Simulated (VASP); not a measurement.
Here is a VASP 6.6.1 calculation.

Contents of INCAR:

```
PREC = Accurate
ENCUT = 520
EDIFF = 1E-7
ISMEAR = -1
SIGMA = 0.05
LREAL = Auto
LASPH = T
NELM = 100
ALGO = Normal
ISIF = 2
LWAVE = F
LCHARG = F
GGA = PE
IVDW = 12
NBANDS = 51
```

File KPOINTS:

```
regular mesh
0
Gamma
  2 2 1
```

POSCAR

```
C
1.0
    7.3980000000      0.0000000000      0.0000000000
   -3.6990000000      6.4068560000      0.0000000000
    0.0000000000      0.0000000000     11.0000000000
C
18
Direct
    0.0021121498     -0.0004526401      0.0929636364
    0.2242169057      0.1204803105      0.0847272727
    0.0010840586      0.3318788498      0.0896818182
    0.2224415875      0.4468026127      0.0895636364
   -0.0001527740      0.6592781233      0.0900909091
    0.2291415544      0.7844253094      0.0903454545
    0.3356306324      0.0081631302      0.0949090909
    0.5536419655      0.1099603300      0.0954454545
    0.3308804277      0.3399171138      0.0949181818
    0.5515742133      0.4440243389      0.0898363636
    0.3357289716      0.6674568618      0.0916363636
    0.5566915697      0.7716421284      0.0915818182
    0.6688575683      0.0002185159      0.0893818182
    0.8923432145      0.1072600976      0.0903636364
    0.6671606937      0.3418369322      0.0866000000
    0.8855436336      0.4419172212      0.0930818182
    0.6628449068      0.6547517222      0.0897090909
    0.8802593452      0.7704402908      0.0915181818
```

Potentials or basis: VASP PAW PBE potentials, release 64 (C).

Launch:

```sh
$ cat potpaw_PBE.64/C/POTCAR > POTCAR
$ mpirun -np 1 vasp_std > vasp.out
```

(1) Estimate the largest force.

(2) Estimate the band gap on the k mesh.

(3) What does it give for the dispersion energy per atom?

Results:

(1) 3.920 eV/Å.

(2) 0.18 eV.

(3) -0.089 eV.

Caveat: the k points lie up to 0.49 Å⁻¹ apart.
